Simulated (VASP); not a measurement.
# Ti3O in VASP: a series of runs

Ti3O is run at these levels: r2SCAN; tasks: single point.

All numbers are computed with VASP 6.6.1; they aren't measurements. Logs are shortened: lines on timing, memory, paths and dates and some standing lists are left out, and cuts for length are marked.

## (1) The cell of the first run

The cell holds a slab with vacuum, 4 atoms: a = 2.936 Å, b = 2.936 Å, c = 23.636 Å, α = 90.00°, β = 90.00°, γ = 120.00°.

## (2) Single point, r2SCAN

POSCAR

```
Ti3O
1.0
    2.9357969426      0.0000000000      0.0000000000
   -1.4678984713      2.5424747326      0.0000000000
    0.0000000000      0.0000000000     23.6361929063
Ti O
3 1
Direct
    0.3333333334      0.6666666667      0.3596179822
    0.6666666667      0.3333333333      0.4531964183
    0.3333333334      0.6666666667      0.5467425953
    0.5833333334      1.1666666667      0.5926365766
```

INCAR.step1

```
PREC = Accurate
ENCUT = 520
ISMEAR = 0
SIGMA = 0.1
LREAL = False
LASPH = True
NELM = 60
LDIPOL = True
IDIPOL = 3
DIPOL = 0.5 0.5 0.488
NBANDS = 29
GGA = PE
ALGO = Normal
EDIFF = 1E-4
LWAVE = True
LCHARG = False
```

INCAR.step2

```
PREC = Accurate
ENCUT = 520
EDIFF = 1E-7
ISMEAR = 0
SIGMA = 0.1
LREAL = False
LASPH = True
NELM = 60
ALGO = Normal
ISIF = 2
LWAVE = False
LCHARG = True
LDIPOL = True
IDIPOL = 3
DIPOL = 0.5 0.5 0.488
METAGGA = R2SCAN
LMIXTAU = True
LELF = True
LVHAR = True
LVACPOTAV = True
NBANDS = 29
ISTART = 1
```

KPOINTS

```
Automatic mesh
0
Gamma
  12 12 1
```

Potentials or basis: VASP PAW PBE potentials, release 64 (Ti_sv, O).

On the command line:

```
> cat potpaw_PBE.64/Ti_sv/POTCAR potpaw_PBE.64/O/POTCAR > POTCAR
> cp INCAR.step1 INCAR
> mpirun -np 1 vasp_std > vasp.out
> cp INCAR.step2 INCAR
> mpirun -np 1 vasp_std > vasp.out
```

OUTCAR:

```text
PREC = Accurate
   ENCUT = 520
   EDIFF = 1E-7
   ISMEAR = 0
   LREAL = False
   LASPH = True
   NELM = 60
   ISIF = 2
   METAGGA = R2SCAN
   ISTART = 1

 ion  position               nearest neighbor table
   1  0.333  0.667  0.360-   2 2.79   2 2.79   2 2.79
   2  0.667  0.333  0.453-   3 2.79   3 2.79   3 2.79   1 2.79   1 2.79   1 2.79
   3  0.333  0.667  0.547-   4 1.67   4 2.22   4 2.22   2 2.79   2 2.79   2 2.79
   4  0.583  0.167  0.593-   3 1.67   3 2.22   3 2.22

  LATTYP: Found a hexagonal cell.
 ALAT       =     2.9357969426
 C/A-ratio  =     8.0510312424

  Lattice vectors:

 A1 = (   2.9357969426,   0.0000000000,   0.0000000000)
 A2 = (  -1.4678984713,   2.5424747326,   0.0000000000)
 A3 = (   0.0000000000,   0.0000000000,  23.6361929063)

Analysis of symmetry for initial positions (statically):
=====================================================================
 Subroutine PRICEL returns:
 Original cell was already a primitive cell.

 Routine SETGRP: Setting up the symmetry group for a
 hexagonal supercell.

 Subroutine GETGRP returns: Found  2 space group operations
 (whereof  2 operations were pure point group operations)
 out of a pool of 24 trial point group operations.

The static configuration has the point symmetry C_1h.

Analysis of symmetry for dynamics (positions and initial velocities):
=====================================================================
 Subroutine PRICEL returns:
 Original cell was already a primitive cell.

 Routine SETGRP: Setting up the symmetry group for a
 hexagonal supercell.

 Subroutine GETGRP returns: Found  2 space group operations
 (whereof  2 operations were pure point group operations)
 out of a pool of 24 trial point group operations.

The dynamic configuration has the point symmetry C_1h.

 Subroutine INISYM returns: Found  2 space group operations
 (whereof  2 operations are pure point group operations),
 and found     1 'primitive' translations

----------------------------------------------------------------------------------------

                                     Primitive cell

  volume of cell :     176.4250

  direct lattice vectors                    reciprocal lattice vectors
     2.935796943  0.000000000  0.000000000     0.340623013  0.196658788  0.000000000
    -1.467898471  2.542474733  0.000000000     0.000000000  0.393317576  0.000000000
     0.000000000  0.000000000 23.636192906     0.000000000  0.000000000  0.042307998

  length of vectors
     2.935796943  2.935796943 23.636192906     0.393317576  0.393317576  0.042307998

  position of ions in fractional coordinates (direct lattice)
     0.333333333  0.666666667  0.359617982
     0.666666667  0.333333333  0.453196418
     0.333333333  0.666666667  0.546742595
     0.583333333  0.166666667  0.592636577

  ion indices of the primitive-cell ions
   primitive index   ion index
                 1           1
                 2           2
                 3           3
                 4           4

----------------------------------------------------------------------------------------

 KPOINTS: Automatic mesh

Automatic generation of k-mesh.
 Grid dimensions read from file:
 generate k-points for:   12   12    1

 Generating k-lattice:

  Cartesian coordinates                     Fractional coordinates (reciprocal lattice)
     0.028385251  0.016388232  0.000000000     0.083333333  0.000000000  0.000000000
     0.000000000  0.032776465  0.000000000     0.000000000  0.083333333  0.000000000
     0.000000000  0.000000000  0.042307998     0.000000000  0.000000000  1.000000000

  Length of vectors
     0.032776465  0.032776465  0.042307998

  Shift w.r.t. Gamma in fractional coordinates (k-lattice)
     0.000000000  0.000000000  0.000000000

 Subroutine IBZKPT returns following result:
 ===========================================

 Found     43 irreducible k-points:

 Following reciprocal coordinates:
            Coordinates               Weight
  0.000000  0.000000  0.000000      1.000000
  0.083333  0.000000  0.000000      4.000000
  0.000000  0.083333  0.000000      2.000000
  0.166667  0.000000  0.000000      4.000000
  0.000000  0.166667  0.000000      2.000000
  0.250000  0.000000  0.000000      4.000000
[... 16 lines left out ...]
 -0.083333  0.416667  0.000000      4.000000
 -0.416667  0.333333  0.000000      4.000000
 [... further k-points ...]
   k-points           NKPTS =     43   k-points in BZ     NKDIM =     43   number of bands    NBANDS=     29
   number of dos      NEDOS =    301   number of ions     NIONS =      4
   total plane-waves  NPLWV = 103680
   dimension x,y,z NGX =    24 NGY =   24 NGZ =  180
   dimension x,y,z NGXF=    48 NGYF=   48 NGZF=  360
   ions per type =               3   1
   NGX,Y,Z   is equivalent  to a cutoff of  13.59, 13.59, 12.66 a.u.
   NGXF,Y,Z  is equivalent  to a cutoff of  27.18, 27.18, 25.32 a.u.
 SYSTEM =  unknown system
   PREC   = accura    normal or accurate (medium, high low for compatibility)
   ISTART =      1    job   : 0-new  1-cont  2-samecut
   ICHARG =      0    charge: 1-file 2-atom 10-const
   ISPIN  =      1    spin polarized calculation?
   LNONCOLLINEAR =      F non collinear calculations
   LSORBIT =      F    spin-orbit coupling
   LASPH  =      T    aspherical Exc in radial PAW
   ENCUT  =  520.0 eV  38.22 Ry    6.18 a.u.   5.46  5.46 43.95*2*pi/ulx,y,z
   NELM   =     60;   NELMIN=  2; NELMDL=  0     # of ELM steps
   EDIFF  = 0.1E-06   stopping-criterion for ELM
   LREAL  =      F    real-space projection
   EDIFFG = 0.1E-05   stopping-criterion for IOM
   NSW    =      0    number of steps for IOM
   IBRION =     -1    ionic relax: 0-MD 1-quasi-New 2-CG
   NFREE  =      0    steps in history (QN), initial steepest desc. (CG)
   ISIF   =      2    stress and relaxation
   ISYM   =      2    0-nonsym 1-usesym 2-fastsym
   POTIM  = 0.5000    time-step for ionic-motion
   TEBEG  =    0.0;   TEEND  =   0.0 temperature during run
   PSTRESS=    0.0 pullay stress
   NELECT =      42.0000    total number of electrons
   NUPDOWN=      -1.0000    fix difference up-down
   EMIN   =  10.00;   EMAX   =-10.00  energy-range for DOS
   EFERMI =   0.00;   METHOD = LEGACY
   ISMEAR =     0;   SIGMA  =   0.10  broadening in eV -4-tet -1-fermi 0-gaus
   EFERMI_NEDOS =   21; number of points for ismear=-14 and -15
   IALGO  =     38    algorithm
   IMIX   =      4    mixing-type and parameters
     AMIX     =   0.40;   BMIX     =  1.00
     AMIX_MAG =   1.60;   BMIX_MAG =  1.00
  volume/ion in A,a.u.               =      44.11       297.64
  Fermi-wavevector in a.u.,A,eV,Ry     =   1.014623  1.917359 14.006640  1.029459
  Thomas-Fermi vector in A             =   2.147861
   LORBIT       =      0    0 simple, 1 ext, 2 COOP (PROOUT), +10 PAW based schemes
   METAGGA = R2SCAN    functional components
   LHFCALC =     F    Hartree Fock is set to
   AEXX    =    0.0000 exact exchange contribution
   IVDW    =     0    specifies the selected vdW correction
   LEPSILON=     F    determine dielectric tensor
   LRPA    =     F    only Hartree local field effects (RPA)
 non-spin polarized calculation
 Gauss-broadening in eV      SIGMA  =   0.10
  energy-cutoff  :      520.00
  volume of cell :      176.43
 maximum number of plane-waves:      4833
 NGX is ok and might be reduce to    24
   NGX = 11   NGY = 11   NGZ = 87

 number of electron      41.9999992 magnetization

 dipolmoment           0.000000      0.000000      0.074960 electrons x Angstroem

 Free energy of the ion-electron system (eV)
  ---------------------------------------------------
  ext. energy  EPLUGINS =         0.00000000
  ---------------------------------------------------
  free energy    TOTEN  =       -47.42270173 eV

  energy without entropy =      -47.39844974  energy(sigma->0) =      -47.41057573

 E-fermi :  -1.0237     XC(G=0):  -4.6089

 val. band max:       -1.0320341470   @ k =   0.0000   0.1667   0.0000
 cond. band min:      -1.0233833401   @ k =   0.0000   0.2500   0.0000
 fundamental gap:      0.0086508070
 Fermi energy:        -1.0236743111

 k-point     1 :       0.0000    0.0000    0.0000
  band No.  band energies     occupation
      1     -60.5161      2.00000
      2     -60.3493      2.00000
      3     -59.9608      2.00000
      4     -36.0980      2.00000
      5     -35.7424      2.00000
      6     -35.5285      2.00000
[... 21 lines left out ...]
     28       1.0725      0.00000
     29       1.4745      0.00000

 k-point     2 :       0.0833    0.0000    0.0000
  band No.  band energies     occupation
      1     -60.5104      2.00000
      2     -60.3438      2.00000
      3     -59.9564      2.00000
      4     -36.0970      2.00000
      5     -35.7394      2.00000
      6     -35.5388      2.00000
[... 21 lines left out ...]
     28       1.0735      0.00000
     29       1.4008      0.00000

 k-point     3 :       0.0000    0.0833    0.0000
  band No.  band energies     occupation
      1     -60.5100      2.00000
      2     -60.3438      2.00000
      3     -59.9565      2.00000
      4     -36.1057      2.00000
      5     -35.7408      2.00000
      6     -35.5511      2.00000
[... 21 lines left out ...]
     28       0.9466      0.00000
     29       1.5953      0.00000

 k-point     4 :       0.1667    0.0000    0.0000
  band No.  band energies     occupation
      1     -60.4947      2.00000
      2     -60.3290      2.00000
      3     -59.9444      2.00000
      4     -36.1012      2.00000
      5     -35.7329      2.00000
      6     -35.5784      2.00000
[... 597 lines left out ...]
     28       1.9158      0.00000
     29       2.1892      0.00000

 k-point    23 :      -0.0833    0.4167    0.0000
  band No.  band energies     occupation
      1     -60.4364      2.00000
      2     -60.2777      2.00000
      3     -59.9034      2.00000
      4     -36.3889      2.00000
      5     -35.7106      2.00000
      6     -35.6820      2.00000
[... 21 lines left out ...]
     28       2.0302      0.00000
     29       2.2627      0.00000

 k-point    24 :      -0.4167    0.3333    0.0000
  band No.  band energies     occupation
      1     -60.4411      2.00000
      2     -60.2777      2.00000
      3     -59.9031      2.00000
      4     -36.1901      2.00000
      5     -35.8108      2.00000
      6     -35.6846      2.00000
[... 21 lines left out ...]
     28       2.1111      0.00000
     29       2.3390      0.00000

 [... further k-points ...]

------------------------ aborting loop because EDIFF is reached ----------------------------------------

  FORCE on cell =-STRESS in cart. coord.  units (eV):
  Direction    XX          YY          ZZ          XY          YZ          ZX
  --------------------------------------------------------------------------------------
  -------------------------------------------------------------------------------------
  Total        0.5804300      4.0871720      3.3878132      0.0000000      3.1448667      0.0000000
  in kB        5.2710882     37.1170377     30.7659165      0.0000000     28.5596337      0.0000000
  external PRESSURE =      24.3846808 kB  Pullay stress =       0.0000000 kB

 VOLUME and BASIS-vectors are now :
 -----------------------------------------------------------------------------
  energy-cutoff  :      520.00
  volume of cell :      176.43
      direct lattice vectors                 reciprocal lattice vectors
     2.935796943  0.000000000  0.000000000     0.340623013  0.196658788  0.000000000
    -1.467898471  2.542474733  0.000000000     0.000000000  0.393317576  0.000000000
     0.000000000  0.000000000 23.636192906     0.000000000  0.000000000  0.042307998

 POSITION                                       TOTAL-FORCE (eV/Angst)
 -----------------------------------------------------------------------------------
      0.00000      1.69498      8.50000        -0.000000     -0.073066      0.187971
      1.46790      0.84749     10.71184         0.000000      0.319544     -1.802298
      0.00000      1.69498     12.92291        -0.000000     -3.499149      1.362347
      1.46790      0.42375     14.00767        -0.000000      3.252671      0.251980
 -----------------------------------------------------------------------------------
    total drift:                               -0.000002      0.000160     -0.002243

  FREE ENERGIE OF THE ION-ELECTRON SYSTEM (eV)
  ---------------------------------------------------
  free  energy   TOTEN  =       -47.4227017308 eV

  energy  without entropy=      -47.3984497382  energy(sigma->0) =      -47.41057573

 vacuum level on the upper side and lower side of the slab         5.389         3.571
```

Wall time 22 min (1 thread of AMD EPYC 9R45 (Zen 5), shared host); peak memory 0.42 GiB.

What came out:

```yaml
Free_energy: -47.4227 eV
Largest_force: 3.755 eV/Å
Band_gap_on_the_k_mesh: zero (band 21 reaches -0.35 eV, above the bottom of band 22 at -1.27 eV)
```

Forces in eV/Å, atoms in the order of the input:
```
Ti   0.000 -0.073  0.188
Ti   0.000  0.320 -1.802
Ti   0.000 -3.499  1.362
O    0.000  3.253  0.252
```

Levels at points of the mesh, in eV from the Fermi level:
| k point | band 17 | band 18 | band 19 | band 20 | band 21 | band 22 | band 23 | band 24 | band 25 | band 26 |
| --- | --- | --- | --- | --- | --- | --- | --- | --- | --- | --- |
| (0.00, 0.00, 0.00) | -4.26 | -3.74 | -1.07 | 0.05 | 0.67 | 0.75 | 0.83 | 0.97 | 1.00 | 1.07 |
| (0.50, 0.00, 0.00) | -2.60 | -2.35 | -1.65 | -1.05 | 0.10 | 0.62 | 0.95 | 1.30 | 1.91 | 2.33 |
| (0.00, 0.50, 0.00) | -2.50 | -2.37 | -1.75 | -1.22 | -0.82 | 0.31 | 0.94 | 1.26 | 1.50 | 2.32 |

Caveat: the PAW data sets were made with another functional, which shifts forces and pressure a little.

[end of part 1 of 2]
